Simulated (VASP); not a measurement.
# WS2 (tungsten disulfide, one layer) in VASP: single point with LDA

Aim: the single point of WS2 (tungsten disulfide, one layer) with LDA.

Program: VASP 6.6.1. These are calculated values, not measurements. Logs are shortened: lines on timing, memory, paths and dates and some standing lists are left out, and cuts for length are marked.

## (1) The cell of the first run

The cell holds a slab with vacuum, 3 atoms: a = 3.121 Å, b = 3.121 Å, c = 20.000 Å, α = 90.00°, β = 90.00°, γ = 120.00°.

## (2) Single point, LDA

INCAR

```
SYSTEM = WS2
ALGO = Normal
EDIFF = 1E-6
ENCUT = 520
ISIF = 2
ISMEAR = 0
LASPH = .TRUE.
LCHARG = .FALSE.
LREAL = .FALSE.
LWAVE = .FALSE.
NBANDS = 20
NELM = 60
PREC = Accurate
SIGMA = 0.01
```

KPOINTS

```
k-points
0
G
  15 15 1
  0 0 0
```

POSCAR

```
WS2
1.0
    3.1214699999      0.0000000000      0.0000000000
   -1.5607350000      2.7032723171      0.0000000000
    0.0000000000      0.0000000000     20.0000000000
W S
1 2
Direct
    0.3333333333      0.6666666667      0.5000000000
    0.6666666667      0.3333333333      0.5780965557
    0.6666666667      0.3333333333      0.4219034443
```

Potentials or basis: VASP PAW LDA potentials, release 64 (W_sv, S).

Launch:

```
cat potpaw_LDA.64/W_sv/POTCAR potpaw_LDA.64/S/POTCAR > POTCAR
mpirun -np 1 vasp_std > vasp.out
```

OUTCAR:

```text
SYSTEM = WS2
   EDIFF = 1E-6
   ENCUT = 520
   ISIF = 2
   ISMEAR = 0
   LASPH = .TRUE.
   LREAL = .FALSE.
   NELM = 60
   PREC = Accurate

 ion  position               nearest neighbor table
   1  0.333  0.667  0.500-   2 2.38   3 2.38   2 2.38   3 2.38   2 2.38   3 2.38
   2  0.667  0.333  0.578-   1 2.38   1 2.38   1 2.38
   3  0.667  0.333  0.422-   1 2.38   1 2.38   1 2.38

  LATTYP: Found a hexagonal cell.
 ALAT       =     3.1214699999
 C/A-ratio  =     6.4072376158

  Lattice vectors:

 A1 = (   3.1214699999,   0.0000000000,   0.0000000000)
 A2 = (  -1.5607350000,   2.7032723171,   0.0000000000)
 A3 = (   0.0000000000,   0.0000000000,  20.0000000000)

Analysis of symmetry for initial positions (statically):
=====================================================================
 Subroutine PRICEL returns:
 Original cell was already a primitive cell.

 Routine SETGRP: Setting up the symmetry group for a
 hexagonal supercell.

 Subroutine GETGRP returns: Found 12 space group operations
 (whereof 12 operations were pure point group operations)
 out of a pool of 24 trial point group operations.

The static configuration has the point symmetry D_3h.

Analysis of symmetry for dynamics (positions and initial velocities):
=====================================================================
 Subroutine PRICEL returns:
 Original cell was already a primitive cell.

 Routine SETGRP: Setting up the symmetry group for a
 hexagonal supercell.

 Subroutine GETGRP returns: Found 12 space group operations
 (whereof 12 operations were pure point group operations)
 out of a pool of 24 trial point group operations.

The dynamic configuration has the point symmetry D_3h.

 Subroutine INISYM returns: Found 12 space group operations
 (whereof 12 operations are pure point group operations),
 and found     1 'primitive' translations

----------------------------------------------------------------------------------------

                                     Primitive cell

  volume of cell :     168.7637

  direct lattice vectors                    reciprocal lattice vectors
     3.121470000  0.000000000  0.000000000     0.320361881  0.184961018  0.000000000
    -1.560735000  2.703272317  0.000000000     0.000000000  0.369922036  0.000000000
     0.000000000  0.000000000 20.000000000     0.000000000  0.000000000  0.050000000

  length of vectors
[... 81 lines left out ...]
   LASPH  =      T    aspherical Exc in radial PAW
   ENCUT  =  520.0 eV  38.22 Ry    6.18 a.u.   5.80  5.80 37.19*2*pi/ulx,y,z
   NELM   =     60;   NELMIN=  2; NELMDL= -5     # of ELM steps
   EDIFF  = 0.1E-05   stopping-criterion for ELM
   LREAL  =      F    real-space projection
   EDIFFG = 0.1E-04   stopping-criterion for IOM
   NSW    =      0    number of steps for IOM
   IBRION =     -1    ionic relax: 0-MD 1-quasi-New 2-CG
   NFREE  =      0    steps in history (QN), initial steepest desc. (CG)
   ISIF   =      2    stress and relaxation
   ISYM   =      2    0-nonsym 1-usesym 2-fastsym
   POTIM  = 0.5000    time-step for ionic-motion
   TEBEG  =    0.0;   TEEND  =   0.0 temperature during run
   PSTRESS=    0.0 pullay stress
   NELECT =      26.0000    total number of electrons
   NUPDOWN=      -1.0000    fix difference up-down
   EMIN   =  10.00;   EMAX   =-10.00  energy-range for DOS
   EFERMI =   0.00;   METHOD = LEGACY
   ISMEAR =     0;   SIGMA  =   0.01  broadening in eV -4-tet -1-fermi 0-gaus
   EFERMI_NEDOS =   21; number of points for ismear=-14 and -15
   IALGO  =     38    algorithm
   IMIX   =      4    mixing-type and parameters
     AMIX     =   0.40;   BMIX     =  1.00
     AMIX_MAG =   1.60;   BMIX_MAG =  1.00
  volume/ion in A,a.u.               =      56.25       379.62
  Fermi-wavevector in a.u.,A,eV,Ry     =   0.877620  1.658460 10.479426  0.770216
  Thomas-Fermi vector in A             =   1.997593
   LORBIT       =      0    0 simple, 1 ext, 2 COOP (PROOUT), +10 PAW based schemes
   GGA     = CA    functional components
   LHFCALC =     F    Hartree Fock is set to
   AEXX    =    0.0000 exact exchange contribution
   IVDW    =     0    specifies the selected vdW correction
   LEPSILON=     F    determine dielectric tensor
   LRPA    =     F    only Hartree local field effects (RPA)
 non-spin polarized calculation
 Gauss-broadening in eV      SIGMA  =   0.01
  energy-cutoff  :      520.00
  volume of cell :      168.76
 maximum number of plane-waves:      4568
 NGX is ok and might be reduce to    24
   NGX = 11   NGY = 11   NGZ = 75

 number of electron      25.9999996 magnetization

 Free energy of the ion-electron system (eV)
  ---------------------------------------------------
  ext. energy  EPLUGINS =         0.00000000
  ---------------------------------------------------
  free energy    TOTEN  =       -26.15198762 eV

  energy without entropy =      -26.15198762  energy(sigma->0) =      -26.15198762

 E-fermi :  -1.7840     XC(G=0):  -3.9974

 val. band max:       -1.9602893284   @ k =   0.3333   0.3333   0.0000
 cond. band min:       0.0576999070   @ k =   0.3333   0.3333   0.0000
 fundamental gap:      2.0179892353
 Fermi energy:        -1.7839809243

 k-point     1 :       0.0000    0.0000    0.0000
  band No.  band energies     occupation
      1     -75.3988      2.00000
      2     -39.9672      2.00000
      3     -39.7383      2.00000
      4     -39.7383      2.00000
      5     -16.8760      2.00000
      6     -15.1387      2.00000
[... 541 lines left out ...]
     19       6.5543      0.00000
     20       7.3172      0.00000

 [... further k-points ...]

------------------------ aborting loop because EDIFF is reached ----------------------------------------

  FORCE on cell =-STRESS in cart. coord.  units (eV):
  Direction    XX          YY          ZZ          XY          YZ          ZX
  --------------------------------------------------------------------------------------
  -------------------------------------------------------------------------------------
  Total        0.2638985      0.2638985      0.1293142     -0.0000000      0.0000000      0.0000000
  in kB        2.5053508      2.5053508      1.2276594     -0.0000000      0.0000000      0.0000000
  external PRESSURE =       2.0794537 kB  Pullay stress =       0.0000000 kB

 VOLUME and BASIS-vectors are now :
 -----------------------------------------------------------------------------
  energy-cutoff  :      520.00
  volume of cell :      168.76
      direct lattice vectors                 reciprocal lattice vectors
     3.121470000  0.000000000  0.000000000     0.320361881  0.184961018  0.000000000
    -1.560735000  2.703272317  0.000000000     0.000000000  0.369922036  0.000000000
     0.000000000  0.000000000 20.000000000     0.000000000  0.000000000  0.050000000

 POSITION                                       TOTAL-FORCE (eV/Angst)
 -----------------------------------------------------------------------------------
     -0.00000      1.80218     10.00000        -0.000000      0.000000     -0.000000
      1.56074      0.90109     11.56193         0.000000      0.000000      0.050130
      1.56074      0.90109      8.43807         0.000000      0.000000     -0.050130
 -----------------------------------------------------------------------------------
    total drift:                               -0.000000      0.000000     -0.000000

  FREE ENERGIE OF THE ION-ELECTRON SYSTEM (eV)
  ---------------------------------------------------
  free  energy   TOTEN  =       -26.1519876227 eV

  energy  without entropy=      -26.1519876227  energy(sigma->0) =      -26.15198762
```

stdout:

```text
POSCAR found type information on POSCAR W S
 POSCAR found :  2 types and       3 ions
 scaLAPACK will be used
 LDA part: xc-table for (Slater(with rela. corr.)+CA(PZ))
 , standard interpolation
 POSCAR, INCAR and KPOINTS ok, starting setup
 FFT: planning ... GRIDC
 FFT: planning ... GRID_SOFT
 FFT: planning ... GRID
 WAVECAR not read
 entering main loop
```

Run time: 2.1 min. Hardware: 1 thread of Intel Xeon Platinum 8259CL at 2.50GHz (Skylake/Cascade Lake), shared host; peak memory 0.27 GiB.

What came out:

```yaml
Free_energy: -26.1520 eV
Largest_force: 0.050 eV/Å
Band_gap_on_the_k_mesh: 2.02 eV, direct
```

Forces in eV/Å, atoms in the order of the input:
```
W    0.000  0.000  0.000
S    0.000  0.000  0.050
S    0.000  0.000 -0.050
```

Caveat: spin-orbit coupling is left out, which moves the levels of the heavy elements.
